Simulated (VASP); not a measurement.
A run of VASP 6.6.1 is set up as follows.

File POSCAR:

```
Gd
1.0
   -2.0744096097      2.0744096097      2.0744096097
    2.0744096097     -2.0744096097      2.0744096097
    2.0744096097      2.0744096097     -2.0744096097
Gd
1
Direct
    0.0000000000      0.0000000000      0.0000000000
```

INCAR.step1

```
SYSTEM = Gd
ALGO = Normal ; EDIFF = 1E-4
ENCUT = 520 ; GGA = PE
ISMEAR = 1 ; ISPIN = 2
LASPH = .True. ; LCHARG = .False.
LMAXMIX = 6 ; LREAL = .False.
LWAVE = .True. ; MAGMOM = 7
NBANDS = 19 ; NELM = 150
PREC = Accurate ; SIGMA = 0.1
```

Contents of INCAR.step2:

```
SYSTEM = Gd
ALGO = Normal ; EDIFF = 1E-7
ENCUT = 520 ; ISIF = 2
ISMEAR = 1 ; ISPIN = 2
ISTART = 1 ; LASPH = .True.
LCHARG = .True. ; LELF = .True.
LMAXMIX = 6 ; LMIXTAU = .True.
LORBIT = 11 ; LREAL = .False.
LVHAR = .True. ; LWAVE = .False.
MAGMOM = 7 ; METAGGA = R2SCAN
NBANDS = 19 ; NELM = 150
PREC = Accurate ; SIGMA = 0.1
```

KPOINTS

```
k-points
0
Gamma
  8 8 8
  0 0 0
```

Potentials or basis: VASP PAW PBE potentials, release 64 (Gd).

Run with:

```console
$ cat potpaw_PBE.64/Gd/POTCAR > POTCAR
$ cp INCAR.step1 INCAR
$ mpirun -np 1 vasp_std > vasp.out
$ cp INCAR.step2 INCAR
$ mpirun -np 1 vasp_std > vasp.out
```

(1) Predict the pressure.

(2) What does it give for the site moments?

(3) Estimate the net moment.

(4) Estimate the band gap on the k mesh.

Results:

(1) -2.2 GPa.

(2) Gd +7.09 μB.

(3) 7.98 μB per cell.

(4) zero (filled and empty bands overlap).

Caveat: the PAW data sets were made with another functional, which shifts forces and pressure a little; spin-orbit coupling is left out, which moves the levels of the heavy elements; semilocal functionals describe open f shells poorly, which spoils levels, moments and volumes.
